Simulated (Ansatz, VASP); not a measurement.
Two plane-wave programs on Ta4O

```
Ta O
1.0
     4.39405    0.00000    0.00000
     0.00000    4.39405    0.00000
     0.00000    0.00000    4.39405
Ta O
4 1
Direct
  0.26374 0.73626 0.26374
  0.73626 0.26374 0.26374
  0.73626 0.73626 0.73626
  0.26374 0.26374 0.73626
  0.00000 0.00000 0.00000
```

Alike in both runs: functional PBE; k mesh 8 × 8 × 8; occupations gaussian, width 0.1 eV; no spin polarisation.

Ansatz relaxed the structure, and its values are those at the end. VASP's run is a single point on that final structure, the one shown.

|  | VASP | Ansatz |
| --- | --- | --- |
| version | VASP 6.6.1 | Ansatz 0.2.0 |
| potentials or method | VASP PAW PBE potentials, release 64 (Ta_sv_GW, O), cutoff 600 eV | scalar-relativistic, plane waves, PAW |
| valence electrons in the cell | 58 | 58 |

|  | VASP | Ansatz | Ansatz less VASP |
| --- | --- | --- | --- |
| gap on the k mesh at the Fermi level (eV) | none | none | - |
| pressure (GPa) | -0.2 | 0.0 | +0.23 |
| rms of the force components (eV/Å) | 0.025 | 0.000 | -0.0244 |

A gap of «none» marks a metal or a gap that the smearing closes.

Neither program's run includes spin-orbit coupling.
